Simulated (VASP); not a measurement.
Crystal: ReF.

```
CELL_PARAMETERS angstrom
2.98882 0.00000 0.00000
-1.49441 2.58839 0.00000
0.00000 0.00000 2.91514
ATOMIC_POSITIONS crystal
Re 0.00000 0.00000 0.00000
F 0.66667 0.33333 0.50000
```

```yaml
Program: VASP 6.6.1
Task: relaxation of cell and atoms
Functional: PBE
Potentials_or_basis: VASP PAW PBE potentials, release 64 (Re, F)
Cutoff: 600 eV
k_mesh: 6 × 6 × 6
Occupations: gaussian, width 0.1 eV
Spin: collinear spin
Starting_moments: "[0.12, 0.0] μB"
```

At the start: pressure 37.6 GPa; volume 11.28 Å³/atom.

Problem. Where does the relaxation end?

Solution. Over 12 steps the energy falls by 1084.5 meV/atom and the volume is 12.32 Å³/atom (+9.3 %); space group P-6m2 (No. 187, to 0.1 Å) before and after; moment 0.01 μB per cell.

Step by step:
```csv
step,energy change (eV),largest force (eV/Å),pressure (GPa),volume (Å³)
1,0.0000,0.0000,37.62,22.55
2,-0.1156,0.0000,-25.16,32.22
3,-0.5256,0.0000,-6.43,27.02
4,-1.0499,0.0000,-9.74,26.76
5,-1.9581,0.0000,2.69,24.58
6,-2.0025,0.0000,-10.29,25.87
7,-2.1487,0.0000,-7.17,25.41
8,-2.1562,0.0000,-6.23,25.31
9,-2.0754,0.0000,19.52,23.04
10,-2.1690,0.0000,-0.16,24.68
11,-2.1690,0.0000,-0.04,24.66
12,-2.1690,0.0000,0.10,24.65
```

Final structure:
```yaml
crystal:
  lattice:
    - [2.65999, 0.00000, 0.00000]
    - [-1.32999, 2.30362, 0.00000]
    - [0.00000, 0.00000, 4.02251]
  atoms:
    - { symbol: Re, position: [0.00000, 0.00000, 0.00000] }
    - { symbol: F, position: [0.66667, 0.33333, 0.50000] }
```

Caveat: the k points lie up to 0.45 Å⁻¹ apart in the final cell, too coarse for converged energies and pressures of a metal; a cell axis changed by over 15 % at a fixed basis, so the end point is rough.
